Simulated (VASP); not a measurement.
# SiNi2 (Pnma) in VASP: single point with PBEsol

Aim: the single point of SiNi2 with PBEsol.

Program: VASP 6.6.1. These are calculated values, not measurements. Logs are shortened: lines on timing, memory, paths and dates and some standing lists are left out, and cuts for length are marked.

### Step 1. The cell of the first run

It takes space group Pnma (No. 62, orthorhombic). The conventional cell has a = 4.915 Å, b = 3.699 Å, c = 7.007 Å, α = 90.00°, β = 90.00°, γ = 90.00°. Within 3.3 Å of Si (site symmetry m) lie 11 Ni at 2.29 to 3.28 Å and 4 Si at 3.12 to 3.18 Å. Within 3.1 Å of Ni (site symmetry m) lie 5 Si at 2.32 to 2.55 Å and 8 Ni at 2.53 to 2.68 Å. Within 3.0 Å of Ni (site symmetry m) lie 5 Si at 2.29 to 2.66 Å and 8 Ni at 2.54 to 2.68 Å.

### Step 2. Single point, PBEsol

INCAR

```
PREC     = Accurate       # precision mode
ENCUT    = 520            # plane-wave cutoff, eV
EDIFF    = 1E-7           # SCF threshold, eV
ISMEAR   = 0              # smearing method
SIGMA    = 0.1            # smearing width, eV
LREAL    = False          # projectors in reciprocal space
LASPH    = True           # aspherical terms in the spheres
NELM     = 100            # most SCF steps
ALGO     = Fast           # electronic algorithm
ISIF     = 2              # what is computed and relaxed
LWAVE    = False          # write WAVECAR
LCHARG   = False          # write CHGCAR
GGA      = PS             # functional
NBANDS   = 60             # bands
```

KPOINTS

```
regular mesh
0
Gamma
  10 12 6
```

POSCAR

```
SiNi2
1.0
    4.9149127049      0.0000000000      0.0000000000
    0.0000000000      3.6991548800      0.0000000000
    0.0000000000      0.0000000000      7.0071359669
Si Ni
4 8
Direct
    0.2918868344      0.7500000000      0.6132473559
    0.7081131656      0.2500000000      0.3867526441
    0.2081131656      0.2500000000      0.1132473559
    0.7918868344      0.7500000000      0.8867526441
    0.9578303154      0.7500000000      0.2076225666
    0.0421696846      0.2500000000      0.7923774334
    0.5421696846      0.2500000000      0.7076225666
    0.4578303154      0.7500000000      0.2923774334
    0.8284200673      0.7500000000      0.5603191683
    0.1715799327      0.2500000000      0.4396808317
    0.6715799327      0.2500000000      0.0603191683
    0.3284200673      0.7500000000      0.9396808317
```

Potentials or basis: VASP PAW PBE potentials, release 64 (Si, Ni).

The run is started by

```bash
> cat potpaw_PBE.64/Si/POTCAR potpaw_PBE.64/Ni/POTCAR > POTCAR
> mpirun -np 1 vasp_std > vasp.out
```

OUTCAR:

```text
PREC = Accurate
   ENCUT = 520
   EDIFF = 1E-7
   ISMEAR = 0
   LREAL = False
   LASPH = True
   NELM = 100
   ISIF = 2
   GGA = PS

 ion  position               nearest neighbor table
   1  0.292  0.750  0.613-  10 2.29  10 2.29  12 2.29   9 2.31   7 2.32   7 2.32   8 2.39   6 2.55
                             6 2.55   9 2.66   4 3.12   4 3.12
   2  0.708  0.250  0.387-   9 2.29   9 2.29  11 2.29  10 2.31   8 2.32   8 2.32   7 2.39   5 2.55
                             5 2.55  10 2.66   3 3.12   3 3.12
   3  0.208  0.250  0.113-  12 2.29  12 2.29  10 2.29  11 2.31   5 2.32   5 2.32   6 2.39   8 2.55
                             8 2.55  11 2.66   2 3.12   2 3.12
   4  0.792  0.750  0.887-  11 2.29  11 2.29   9 2.29  12 2.31   6 2.32   6 2.32   5 2.39   7 2.55
                             7 2.55  12 2.66   1 3.12   1 3.12
   5  0.958  0.750  0.208-   3 2.32   3 2.32   4 2.39   8 2.53   8 2.53  11 2.54  11 2.54   2 2.55
                             2 2.55   9 2.55  12 2.62  10 2.68  10 2.68
   6  0.042  0.250  0.792-   4 2.32   4 2.32   3 2.39   7 2.53   7 2.53  12 2.54  12 2.54   1 2.55
                             1 2.55  10 2.55  11 2.62   9 2.68   9 2.68
   7  0.542  0.250  0.708-   1 2.32   1 2.32   2 2.39   6 2.53   6 2.53   9 2.54   9 2.54   4 2.55
                             4 2.55  11 2.55  10 2.62  12 2.68  12 2.68
   8  0.458  0.750  0.292-   2 2.32   2 2.32   1 2.39   5 2.53   5 2.53  10 2.54  10 2.54   3 2.55
                             3 2.55  12 2.55   9 2.62  11 2.68  11 2.68
   9  0.828  0.750  0.560-   2 2.29   2 2.29   4 2.29   1 2.31   7 2.54   7 2.54   5 2.55   8 2.62
                            10 2.64  10 2.64   1 2.66   6 2.68   6 2.68
  10  0.172  0.250  0.440-   1 2.29   1 2.29   3 2.29   2 2.31   8 2.54   8 2.54   6 2.55   7 2.62
                             9 2.64   9 2.64   2 2.66   5 2.68   5 2.68
  11  0.672  0.250  0.060-   4 2.29   4 2.29   2 2.29   3 2.31   5 2.54   5 2.54   7 2.55   6 2.62
                            12 2.64  12 2.64   3 2.66   8 2.68   8 2.68
  12  0.328  0.750  0.940-   3 2.29   3 2.29   1 2.29   4 2.31   6 2.54   6 2.54   8 2.55   5 2.62
                            11 2.64  11 2.64   4 2.66   7 2.68   7 2.68

  LATTYP: Found a simple orthorhombic cell.
 ALAT       =     3.6991548800
 B/A-ratio  =     1.3286582650
 C/A-ratio  =     1.8942531995

  Lattice vectors:

 A1 = (   0.0000000000,  -3.6991548800,   0.0000000000)
 A2 = (   4.9149127049,   0.0000000000,   0.0000000000)
 A3 = (   0.0000000000,   0.0000000000,   7.0071359669)

Analysis of symmetry for initial positions (statically):
=====================================================================
 Subroutine PRICEL returns:
 Original cell was already a primitive cell.

 Routine SETGRP: Setting up the symmetry group for a
 simple orthorhombic supercell.

 Subroutine GETGRP returns: Found  8 space group operations
 (whereof  2 operations were pure point group operations)
 out of a pool of  8 trial point group operations.

The static configuration has the point symmetry S_2 .
 The point group associated with its full space group is D_2h.

Analysis of symmetry for dynamics (positions and initial velocities):
=====================================================================
 Subroutine PRICEL returns:
 Original cell was already a primitive cell.

 Routine SETGRP: Setting up the symmetry group for a
 simple orthorhombic supercell.

 Subroutine GETGRP returns: Found  8 space group operations
 (whereof  2 operations were pure point group operations)
 out of a pool of  8 trial point group operations.

The dynamic configuration has the point symmetry S_2 .
 The point group associated with its full space group is D_2h.

 Subroutine INISYM returns: Found  8 space group operations
 (whereof  2 operations are pure point group operations),
 and found     1 'primitive' translations

----------------------------------------------------------------------------------------

                                     Primitive cell

  volume of cell :     127.3969

  direct lattice vectors                    reciprocal lattice vectors
     4.914912705  0.000000000  0.000000000     0.203462413  0.000000000  0.000000000
     0.000000000  3.699154880  0.000000000     0.000000000  0.270332017  0.000000000
     0.000000000  0.000000000  7.007135967     0.000000000  0.000000000  0.142711659

  length of vectors
     4.914912705  3.699154880  7.007135967     0.203462413  0.270332017  0.142711659

  position of ions in fractional coordinates (direct lattice)
     0.291886834  0.750000000  0.613247356
     0.708113166  0.250000000  0.386752644
[... 43 lines left out ...]

  Shift w.r.t. Gamma in fractional coordinates (k-lattice)
     0.000000000  0.000000000  0.000000000

 Subroutine IBZKPT returns following result:
 ===========================================

 Found    168 irreducible k-points:

 Following reciprocal coordinates:
            Coordinates               Weight
  0.000000  0.000000  0.000000      1.000000
  0.100000  0.000000  0.000000      2.000000
  0.200000  0.000000  0.000000      2.000000
  0.300000  0.000000  0.000000      2.000000
  0.400000  0.000000  0.000000      2.000000
  0.500000  0.000000  0.000000      1.000000
[... 16 lines left out ...]
  0.400000  0.250000  0.000000      4.000000
  0.500000  0.250000  0.000000      2.000000
 [... further k-points ...]
   k-points           NKPTS =    168   k-points in BZ     NKDIM =    168   number of bands    NBANDS=     60
   number of dos      NEDOS =    301   number of ions     NIONS =     12
   total plane-waves  NPLWV =  60480
   dimension x,y,z NGX =    40 NGY =   28 NGZ =   54
   dimension x,y,z NGXF=    80 NGYF=   56 NGZF=  108
   ions per type =               4   8
   NGX,Y,Z   is equivalent  to a cutoff of  13.53, 12.58, 12.81 a.u.
   NGXF,Y,Z  is equivalent  to a cutoff of  27.06, 25.17, 25.62 a.u.
 SYSTEM =  unknown system
   PREC   = accura    normal or accurate (medium, high low for compatibility)
   ISTART =      0    job   : 0-new  1-cont  2-samecut
   ICHARG =      2    charge: 1-file 2-atom 10-const
   ISPIN  =      1    spin polarized calculation?
   LNONCOLLINEAR =      F non collinear calculations
   LSORBIT =      F    spin-orbit coupling
   LASPH  =      T    aspherical Exc in radial PAW
   ENCUT  =  520.0 eV  38.22 Ry    6.18 a.u.   9.14  6.88 13.03*2*pi/ulx,y,z
   NELM   =    100;   NELMIN=  2; NELMDL= -5     # of ELM steps
   EDIFF  = 0.1E-06   stopping-criterion for ELM
   LREAL  =      F    real-space projection
   EDIFFG = 0.1E-05   stopping-criterion for IOM
   NSW    =      0    number of steps for IOM
   IBRION =     -1    ionic relax: 0-MD 1-quasi-New 2-CG
   NFREE  =      0    steps in history (QN), initial steepest desc. (CG)
   ISIF   =      2    stress and relaxation
   ISYM   =      2    0-nonsym 1-usesym 2-fastsym
   POTIM  = 0.5000    time-step for ionic-motion
   TEBEG  =    0.0;   TEEND  =   0.0 temperature during run
   PSTRESS=    0.0 pullay stress
   NELECT =      96.0000    total number of electrons
   NUPDOWN=      -1.0000    fix difference up-down
   EMIN   =  10.00;   EMAX   =-10.00  energy-range for DOS
   EFERMI =   0.00;   METHOD = LEGACY
   ISMEAR =     0;   SIGMA  =   0.10  broadening in eV -4-tet -1-fermi 0-gaus
   EFERMI_NEDOS =   21; number of points for ismear=-14 and -15
   IALGO  =     68    algorithm
   IMIX   =      4    mixing-type and parameters
     AMIX     =   0.40;   BMIX     =  1.00
     AMIX_MAG =   1.60;   BMIX_MAG =  1.00
  volume/ion in A,a.u.               =      10.62        71.64
  Fermi-wavevector in a.u.,A,eV,Ry     =   1.489746  2.815212 30.196005  2.219344
  Thomas-Fermi vector in A             =   2.602616
   LORBIT       =      0    0 simple, 1 ext, 2 COOP (PROOUT), +10 PAW based schemes
   GGA     = PS    functional components
   LHFCALC =     F    Hartree Fock is set to
   AEXX    =    0.0000 exact exchange contribution
   IVDW    =     0    specifies the selected vdW correction
   LEPSILON=     F    determine dielectric tensor
   LRPA    =     F    only Hartree local field effects (RPA)
 non-spin polarized calculation
 RMM-DIIS sequential band-by-band and
 Gauss-broadening in eV      SIGMA  =   0.10
  energy-cutoff  :      520.00
  volume of cell :      127.40
 maximum number of plane-waves:      3460
 NGX is ok and might be reduce to    40
   NGX = 19   NGY = 13   NGZ = 27

 number of electron      95.9999921 magnetization

 Free energy of the ion-electron system (eV)
  ---------------------------------------------------
  ext. energy  EPLUGINS =         0.00000000
  ---------------------------------------------------
  free energy    TOTEN  =       -79.66252469 eV

  energy without entropy =      -79.63206274  energy(sigma->0) =      -79.64729371

 E-fermi :  11.4377     XC(G=0): -13.2128

 val. band max:       11.4349877249   @ k =   0.2000   0.4167   0.1667
 cond. band min:      11.4399914598   @ k =   0.0000   0.5000   0.3333
 fundamental gap:      0.0050037349
 Fermi energy:        11.4377421552

 k-point     1 :       0.0000    0.0000    0.0000
  band No.  band energies     occupation
      1      -1.4599      2.00000
      2       1.1493      2.00000
      3       1.2541      2.00000
      4       3.2098      2.00000
      5       4.6735      2.00000
      6       5.1289      2.00000
[... 1501 lines left out ...]
     59      16.6463      0.00000
     60      16.6463      0.00000

 [... further k-points ...]

------------------------ aborting loop because EDIFF is reached ----------------------------------------

  FORCE on cell =-STRESS in cart. coord.  units (eV):
  Direction    XX          YY          ZZ          XY          YZ          ZX
  --------------------------------------------------------------------------------------
  -------------------------------------------------------------------------------------
  Total        0.1497955      0.2692887      0.1551649     -0.0000000      0.0000000      0.0000000
  in kB        1.8838683      3.3866465      1.9513949     -0.0000000      0.0000000      0.0000000
  external PRESSURE =       2.4073032 kB  Pullay stress =       0.0000000 kB

 VOLUME and BASIS-vectors are now :
 -----------------------------------------------------------------------------
  energy-cutoff  :      520.00
  volume of cell :      127.40
      direct lattice vectors                 reciprocal lattice vectors
     4.914912705  0.000000000  0.000000000     0.203462413  0.000000000  0.000000000
     0.000000000  3.699154880  0.000000000     0.000000000  0.270332017  0.000000000
     0.000000000  0.000000000  7.007135967     0.000000000  0.000000000  0.142711659

 POSITION                                       TOTAL-FORCE (eV/Angst)
 -----------------------------------------------------------------------------------
      1.43460      2.77437      4.29711        -0.005126     -0.000000      0.002006
      3.48031      0.92479      2.71003         0.005126     -0.000000     -0.002006
      1.02286      0.92479      0.79354         0.005126     -0.000000      0.002006
      3.89205      2.77437      6.21360        -0.005126      0.000000     -0.002006
      4.70765      2.77437      1.45484        -0.012668     -0.000000      0.011122
      0.20726      0.92479      5.55230         0.012668      0.000000     -0.011122
      2.66472      0.92479      4.95841         0.012668     -0.000000      0.011122
      2.25020      2.77437      2.04873        -0.012668     -0.000000     -0.011122
      4.07161      2.77437      3.92623        -0.003066     -0.000000     -0.001568
      0.84330      0.92479      3.08090         0.003066      0.000000      0.001568
      3.30076      0.92479      0.42266         0.003066     -0.000000     -0.001568
      1.61416      2.77437      6.58447        -0.003066      0.000000      0.001568
 -----------------------------------------------------------------------------------
    total drift:                               -0.000000      0.000000      0.000000

  FREE ENERGIE OF THE ION-ELECTRON SYSTEM (eV)
  ---------------------------------------------------
  free  energy   TOTEN  =       -79.6625246860 eV

  energy  without entropy=      -79.6320627382  energy(sigma->0) =      -79.64729371
```

Run time: 43 min. Hardware: 1 thread of Oxide Virtual Turin-like, shared host; peak memory 0.86 GiB.

What came out:

```
Free energy            : -79.6625 eV
Pressure               : 0.2 GPa
Largest force          : 0.017 eV/Å
Band gap on the k mesh : zero (bands 48 and 49 overlap by 1.97 eV)
```

Forces in eV/Å, atoms in the order of the input:
```
Si  -0.005  0.000  0.002
Si   0.005  0.000 -0.002
Si   0.005  0.000  0.002
Si  -0.005  0.000 -0.002
Ni  -0.013  0.000  0.011
Ni   0.013  0.000 -0.011
Ni   0.013  0.000  0.011
Ni  -0.013  0.000 -0.011
Ni  -0.003  0.000 -0.002
Ni   0.003  0.000  0.002
Ni   0.003  0.000 -0.002
Ni  -0.003  0.000  0.002
```

Levels at points of the mesh, in eV from the Fermi level:
| k point | band 45 | band 46 | band 47 | band 48 | band 49 | band 50 | band 51 | band 52 |
| --- | --- | --- | --- | --- | --- | --- | --- | --- |
| (0.00, 0.00, 0.00) | -0.98 | -0.96 | -0.61 | -0.14 | 0.75 | 0.96 | 1.76 | 2.39 |
| (0.50, 0.00, 0.00) | -0.97 | -0.97 | 1.24 | 1.24 | 2.05 | 2.05 | 2.84 | 2.84 |
| (0.00, 0.50, 0.00) | -0.96 | -0.96 | -0.95 | -0.95 | 0.77 | 0.77 | 1.37 | 1.37 |
| (0.50, 0.50, 0.00) | -0.77 | -0.77 | -0.77 | -0.77 | 0.02 | 0.02 | 0.02 | 0.02 |
| (0.00, 0.00, 0.50) | -1.06 | -1.06 | -0.36 | -0.36 | 0.21 | 0.21 | 1.41 | 1.41 |
| (0.50, 0.00, 0.50) | -0.54 | -0.54 | 0.27 | 0.27 | 1.90 | 1.90 | 1.91 | 1.91 |
| (0.00, 0.50, 0.50) | -0.91 | -0.91 | -0.42 | -0.42 | -0.35 | -0.35 | 1.28 | 1.28 |
| (0.50, 0.50, 0.50) | -0.72 | -0.72 | -0.72 | -0.72 | 0.50 | 0.50 | 0.50 | 0.50 |

Caveat: the PAW data sets were made with another functional, which shifts forces and pressure a little. Spin polarisation is off, so any magnetic state and its effect on volume and gap are missing.
